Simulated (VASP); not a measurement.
# Si3B2O3 (P-62m) in VASP: single point with PBE

Aim: the single point of Si3B2O3 with PBE.

Everything below comes from runs of VASP 6.6.1. Logs are shortened: lines on timing, memory, paths and dates and some standing lists are left out, and cuts for length are marked.

## 1. The cell of the first run

The structure is hexagonal, space group P-62m (No. 189). The conventional cell has a = 6.071 Å, b = 6.071 Å, c = 2.409 Å, α = 90.00°, β = 90.00°, γ = 120.00°. Si (site symmetry m2m) has 4 O at 2.01 Å and 2 Si at 2.41 Å and 4 B at 2.47 Å within 2.7 Å. B (site symmetry -6) has 2 B at 2.41 Å and 3 O at 2.41 Å and 6 Si at 2.47 Å within 3.2 Å. Within 2.7 Å of O (site symmetry m2m) lie 4 Si at 2.01 Å and 4 O at 2.39 to 2.41 Å and 2 B at 2.41 Å.

## 2. Single point, PBE

POSCAR

```
Si3B2O3
1.0
    6.0711315196      0.0000000000      0.0000000000
   -3.0355657598      5.2577541257      0.0000000000
    0.0000000000      0.0000000000      2.4089265382
Si B O
3 2 3
Direct
    0.2915031104      0.0000000000      0.5000000000
    0.7084968896      0.7084968896      0.5000000000
    0.0000000000      0.2915031104      0.5000000000
    0.3333333333      0.6666666667      0.0000000000
    0.6666666667      0.3333333333      0.0000000000
    0.7731318903      0.0000000000      0.0000000000
    0.2268681097      0.2268681097      0.0000000000
    0.0000000000      0.7731318903      0.0000000000
```

INCAR.step1

```
SYSTEM = Si3B2O3
PREC     = Accurate       ! precision mode
ENCUT    = 520            ! plane-wave cutoff, eV
EDIFF    = 1E-7           ! SCF threshold, eV
ISMEAR   = 0              ! smearing method
SIGMA    = 0.1            ! smearing width, eV
LREAL    = .False.        ! projectors in reciprocal space
LASPH    = .True.         ! aspherical terms in the spheres
NELM     = 100            ! most SCF steps
ALGO     = Normal         ! electronic algorithm
ISIF     = 2              ! what is computed and relaxed
LWAVE    = .False.        ! write WAVECAR
LCHARG   = .True.         ! write CHGCAR
GGA      = PE             ! functional
NBANDS   = 28             ! bands
```

KPOINTS.step1

```
regular mesh
0
Gamma
  6 6 16
  0 0 0
```

INCAR.step2

```
SYSTEM = Si3B2O3
PREC     = Accurate       ! precision mode
ENCUT    = 520            ! plane-wave cutoff, eV
EDIFF    = 1E-7           ! SCF threshold, eV
ISMEAR   = -5             ! smearing method
SIGMA    = 0.1            ! smearing width, eV
LREAL    = .False.        ! projectors in reciprocal space
LASPH    = .True.         ! aspherical terms in the spheres
NELM     = 100            ! most SCF steps
ALGO     = Normal         ! electronic algorithm
ISIF     = 2              ! what is computed and relaxed
LWAVE    = .False.        ! write WAVECAR
LCHARG   = .False.        ! write CHGCAR
GGA      = PE             ! functional
LORBIT   = 11             ! projections on sites
NBANDS   = 28             ! bands
NEDOS    = 2001           ! points of the DOS
ICHARG   = 11             ! starting density
```

KPOINTS.step2

```
regular mesh
0
Gamma
  9 9 24
  0 0 0
```

Potentials or basis: VASP PAW PBE potentials, release 64 (Si, B, O).

Run with:

```
cat potpaw_PBE.64/Si/POTCAR potpaw_PBE.64/B/POTCAR potpaw_PBE.64/O/POTCAR > POTCAR
cp INCAR.step1 INCAR
cp KPOINTS.step1 KPOINTS
mpirun -np 1 vasp_std > vasp.out
cp INCAR.step2 INCAR
cp KPOINTS.step2 KPOINTS
mpirun -np 1 vasp_std > vasp.out
```

OUTCAR:

```text
SYSTEM = Si3B2O3
   PREC = Accurate
   ENCUT = 520
   EDIFF = 1E-7
   ISMEAR = -5
   LREAL = .False.
   LASPH = .True.
   NELM = 100
   ISIF = 2
   GGA = PE
   LORBIT = 11
   ICHARG = 11

 ion  position               nearest neighbor table
   1  0.292  0.000  0.500-   7 2.01   8 2.01   7 2.01   8 2.01   4 2.47   4 2.47   5 2.47   5 2.47
                             3 3.07   2 3.07
   2  0.708  0.708  0.500-   8 2.01   8 2.01   6 2.01   6 2.01   4 2.47   4 2.47   5 2.47   5 2.47
                             1 3.07   3 3.07
   3  0.000  0.292  0.500-   7 2.01   7 2.01   6 2.01   6 2.01   5 2.47   5 2.47   4 2.47   4 2.47
                             1 3.07   2 3.07
   4  0.333  0.667  0.000-   1 2.47   1 2.47   3 2.47   3 2.47   2 2.47   2 2.47
   5  0.667  0.333  0.000-   3 2.47   3 2.47   1 2.47   1 2.47   2 2.47   2 2.47
   6  0.773  0.000  0.000-   2 2.01   3 2.01   2 2.01   3 2.01
   7  0.227  0.227  0.000-   3 2.01   3 2.01   1 2.01   1 2.01
   8  0.000  0.773  0.000-   2 2.01   2 2.01   1 2.01   1 2.01

  LATTYP: Found a hexagonal cell.
 ALAT       =     6.0711315196
 C/A-ratio  =     0.3967837841

  Lattice vectors:

 A1 = (   6.0711315196,   0.0000000000,   0.0000000000)
 A2 = (  -3.0355657598,   5.2577541257,   0.0000000000)
 A3 = (   0.0000000000,   0.0000000000,   2.4089265382)

Analysis of symmetry for initial positions (statically):
=====================================================================
 Subroutine PRICEL returns:
 Original cell was already a primitive cell.

 Routine SETGRP: Setting up the symmetry group for a
 hexagonal supercell.

 Subroutine GETGRP returns: Found 12 space group operations
 (whereof 12 operations were pure point group operations)
 out of a pool of 24 trial point group operations.

The static configuration has the point symmetry D_3h.

Analysis of symmetry for dynamics (positions and initial velocities):
=====================================================================
 Subroutine PRICEL returns:
 Original cell was already a primitive cell.

 Routine SETGRP: Setting up the symmetry group for a
 hexagonal supercell.

 Subroutine GETGRP returns: Found 12 space group operations
 (whereof 12 operations were pure point group operations)
 out of a pool of 24 trial point group operations.

The dynamic configuration has the point symmetry D_3h.

 Subroutine INISYM returns: Found 12 space group operations
 (whereof 12 operations are pure point group operations),
 and found     1 'primitive' translations

----------------------------------------------------------------------------------------

                                     Primitive cell

  volume of cell :      76.8942

  direct lattice vectors                    reciprocal lattice vectors
     6.071131520  0.000000000  0.000000000     0.164713941  0.095097638  0.000000000
    -3.035565760  5.257754126  0.000000000     0.000000000  0.190195277  0.000000000
     0.000000000  0.000000000  2.408926538     0.000000000  0.000000000  0.415122663

  length of vectors
     6.071131520  6.071131520  2.408926538     0.190195277  0.190195277  0.415122663

  position of ions in fractional coordinates (direct lattice)
     0.291503110  0.000000000  0.500000000
     0.708496890  0.708496890  0.500000000
     1.000000000  0.291503110  0.500000000
     0.333333333  0.666666667  0.000000000
     0.666666667  0.333333333  0.000000000
     0.773131890  0.000000000  0.000000000
     0.226868110  0.226868110  0.000000000
     1.000000000  0.773131890  0.000000000

  ion indices of the primitive-cell ions
   primitive index   ion index
                 1           1
                 2           2
                 3           3
                 4           4
                 5           5
                 6           6
                 7           7
                 8           8

----------------------------------------------------------------------------------------

 KPOINTS: regular mesh

Automatic generation of k-mesh.
 Grid dimensions read from file:
 generate k-points for:    9    9   24

 Generating k-lattice:

  Cartesian coordinates                     Fractional coordinates (reciprocal lattice)
     0.018301549  0.010566404  0.000000000     0.111111111  0.000000000  0.000000000
     0.000000000  0.021132809  0.000000000     0.000000000  0.111111111  0.000000000
     0.000000000  0.000000000  0.017296778     0.000000000  0.000000000  0.041666667

  Length of vectors
     0.021132809  0.021132809  0.017296778

  Shift w.r.t. Gamma in fractional coordinates (k-lattice)
     0.000000000  0.000000000  0.000000000

 TETIRR: Found   1968 inequivalent tetrahedra from    11664

 Subroutine IBZKPT returns following result:
 ===========================================

 Found    156 irreducible k-points:

 Following reciprocal coordinates:
            Coordinates               Weight
  0.000000  0.000000  0.000000      1.000000
  0.111111  0.000000  0.000000      6.000000
  0.222222  0.000000  0.000000      6.000000
  0.333333  0.000000  0.000000      6.000000
  0.444444  0.000000  0.000000      6.000000
  0.111111  0.111111  0.000000      6.000000
[... 16 lines left out ...]
  0.333333  0.222222  0.041667     24.000000
  0.333333  0.333333  0.041667      4.000000
 [... further k-points ...]
   k-points           NKPTS =    156   k-points in BZ     NKDIM =    156   number of bands    NBANDS=     28
   number of dos      NEDOS =   2001   number of ions     NIONS =      8
   total plane-waves  NPLWV =  41472
   dimension x,y,z NGX =    48 NGY =   48 NGZ =   18
   dimension x,y,z NGXF=    96 NGYF=   96 NGZF=   36
   ions per type =               3   2   3
   NGX,Y,Z   is equivalent  to a cutoff of  13.14, 13.14, 12.42 a.u.
   NGXF,Y,Z  is equivalent  to a cutoff of  26.29, 26.29, 24.84 a.u.
 SYSTEM =  Si3B2O3
   PREC   = accura    normal or accurate (medium, high low for compatibility)
   ISTART =      0    job   : 0-new  1-cont  2-samecut
   ICHARG =     11    charge: 1-file 2-atom 10-const
   ISPIN  =      1    spin polarized calculation?
   LNONCOLLINEAR =      F non collinear calculations
   LSORBIT =      F    spin-orbit coupling
   LASPH  =      T    aspherical Exc in radial PAW
   ENCUT  =  520.0 eV  38.22 Ry    6.18 a.u.  11.29 11.29  4.48*2*pi/ulx,y,z
   NELM   =    100;   NELMIN=  2; NELMDL=  0     # of ELM steps
   EDIFF  = 0.1E-06   stopping-criterion for ELM
   LREAL  =      F    real-space projection
   EDIFFG = 0.1E-05   stopping-criterion for IOM
   NSW    =      0    number of steps for IOM
   IBRION =     -1    ionic relax: 0-MD 1-quasi-New 2-CG
   NFREE  =      0    steps in history (QN), initial steepest desc. (CG)
   ISIF   =      2    stress and relaxation
   ISYM   =      2    0-nonsym 1-usesym 2-fastsym
   POTIM  = 0.5000    time-step for ionic-motion
   TEBEG  =    0.0;   TEEND  =   0.0 temperature during run
   PSTRESS=    0.0 pullay stress
   NELECT =      36.0000    total number of electrons
   NUPDOWN=      -1.0000    fix difference up-down
   EMIN   =  10.00;   EMAX   =-10.00  energy-range for DOS
   EFERMI =   0.00;   METHOD = LEGACY
   ISMEAR =    -5;   SIGMA  =   0.10  broadening in eV -4-tet -1-fermi 0-gaus
   EFERMI_NEDOS =   21; number of points for ismear=-14 and -15
   IALGO  =     38    algorithm
   IMIX   =      4    mixing-type and parameters
     AMIX     =   0.40;   BMIX     =  1.00
     AMIX_MAG =   1.60;   BMIX_MAG =  1.00
  volume/ion in A,a.u.               =       9.61        64.86
  Fermi-wavevector in a.u.,A,eV,Ry     =   1.271192  2.402205 21.986053  1.615929
  Thomas-Fermi vector in A             =   2.404138
   LORBIT       =     11    0 simple, 1 ext, 2 COOP (PROOUT), +10 PAW based schemes
   GGA     = PE    functional components
   LHFCALC =     F    Hartree Fock is set to
   AEXX    =    0.0000 exact exchange contribution
   IVDW    =     0    specifies the selected vdW correction
   LEPSILON=     F    determine dielectric tensor
   LRPA    =     F    only Hartree local field effects (RPA)
 non-spin polarized calculation
 Fermi weights with tetrahedron method with Bloechl corrections
  energy-cutoff  :      520.00
  volume of cell :       76.89
 maximum number of plane-waves:      2097
 NGX is ok and might be reduce to    48

 number of electron      35.9999995 magnetization

 Free energy of the ion-electron system (eV)
  ---------------------------------------------------
  ext. energy  EPLUGINS =         0.00000000
  ---------------------------------------------------
  free energy    TOTEN  =       -42.81315884 eV

  energy without entropy =      -42.81315884  energy(sigma->0) =      -42.81315884

 E-fermi :   8.5544     XC(G=0): -11.6743

 val. band max:        8.6264476670   @ k =   0.0000   0.0000   0.2083
 cond. band min:       8.4225903346   @ k =   0.0000   0.0000   0.1250
 fundamental gap:     -0.2038573324
 Fermi energy:         8.5544403946

 k-point     1 :       0.0000    0.0000    0.0000
  band No.  band energies     occupation
      1     -13.7505      2.00000
      2     -11.9288      2.00000
      3     -11.9288      2.00000
      4      -3.3950      2.00000
      5      -3.3950      2.00000
      6      -2.6324      2.00000
[... 20 lines left out ...]
     27      16.7229      0.00000
     28      17.6789      0.00000

 k-point     2 :       0.1111    0.0000    0.0000
  band No.  band energies     occupation
      1     -13.7416      2.00000
      2     -11.9417      2.00000
      3     -11.9325      2.00000
      4      -3.4806      2.00000
      5      -3.4604      2.00000
      6      -2.4345      2.00000
[... 20 lines left out ...]
     27      16.6396      0.00000
     28      17.5825      0.00000

 k-point     3 :       0.2222    0.0000    0.0000
  band No.  band energies     occupation
      1     -13.7187      2.00000
      2     -11.9751      2.00000
      3     -11.9420      2.00000
      4      -3.6603      2.00000
      5      -3.5449      2.00000
      6      -1.9668      2.00000
[... 616 lines left out ...]
      3     -11.9642      2.00000
      4      -3.8056      2.00000
      5      -3.6604      2.00000
      6      -0.3420      2.00000
[... 20 lines left out ...]
     27      17.3357      0.00000
     28      18.1116      0.00000

 k-point    24 :       0.3333    0.3333    0.0417
  band No.  band energies     occupation
      1     -13.6339      2.00000
      2     -11.9888      2.00000
      3     -11.9888      2.00000
      4      -3.7424      2.00000
      5      -3.7424      2.00000
      6      -0.0082      2.00000
[... 20 lines left out ...]
     27      17.8408      0.00000
     28      18.1439      0.00000

 [... further k-points ...]

------------------------ aborting loop because EDIFF is reached ----------------------------------------

  FORCE on cell =-STRESS in cart. coord.  units (eV):
  Direction    XX          YY          ZZ          XY          YZ          ZX
  --------------------------------------------------------------------------------------
  -------------------------------------------------------------------------------------
  Total       -0.0737442     -0.0737442      0.4333164     -0.0000000     -0.0000000     -0.0000000
  in kB       -1.5365437     -1.5365437      9.0286376     -0.0000000     -0.0000000     -0.0000000
  external PRESSURE =       1.9851834 kB  Pullay stress =       0.0000000 kB

 VOLUME and BASIS-vectors are now :
 -----------------------------------------------------------------------------
  energy-cutoff  :      520.00
  volume of cell :       76.89
      direct lattice vectors                 reciprocal lattice vectors
     6.071131520  0.000000000  0.000000000     0.164713941  0.095097638  0.000000000
    -3.035565760  5.257754126  0.000000000     0.000000000  0.190195277  0.000000000
     0.000000000  0.000000000  2.408926538     0.000000000  0.000000000  0.415122663

 POSITION                                       TOTAL-FORCE (eV/Angst)
 -----------------------------------------------------------------------------------
      1.76975      0.00000      1.20446         0.053306     -0.000000      0.000000
      2.15069      3.72510      1.20446        -0.026653     -0.046165     -0.000000
     -0.88488      1.53265      1.20446        -0.026653      0.046165      0.000000
     -0.00000      3.50517      0.00000         0.000000      0.000000      0.000000
      3.03557      1.75258      0.00000         0.000000      0.000000      0.000000
      4.69379      0.00000      0.00000        -0.008248      0.000000      0.000000
      0.68867      1.19282      0.00000         0.004124      0.007143      0.000000
     -2.34689      4.06494      0.00000         0.004124     -0.007143      0.000000
 -----------------------------------------------------------------------------------
    total drift:                               -0.000001     -0.000001     -0.000000

  FREE ENERGIE OF THE ION-ELECTRON SYSTEM (eV)
  ---------------------------------------------------
  free  energy   TOTEN  =       -42.8131588410 eV

  energy  without entropy=      -42.8131588410  energy(sigma->0) =      -42.81315884

 total charge

# of ion       s       p       d       tot
------------------------------------------
    1        0.754   0.676   0.000   1.429
    2        0.754   0.676   0.000   1.429
    3        0.754   0.676   0.000   1.429
    4        0.754   0.732   0.000   1.486
    5        0.754   0.732   0.000   1.486
    6        1.595   3.461   0.000   5.056
    7        1.595   3.461   0.000   5.056
    8        1.595   3.461   0.000   5.056
--------------------------------------------------
tot          8.556  13.874   0.000  22.430
```

Wall time 4.5 min (1 thread of Intel Xeon Platinum 8375C at 2.90GHz (Ice Lake), shared host); peak memory 0.38 GiB.

What came out:

```
Valence electrons inside the program's atomic spheres : Si 1.43; B 1.49; O 5.06
```
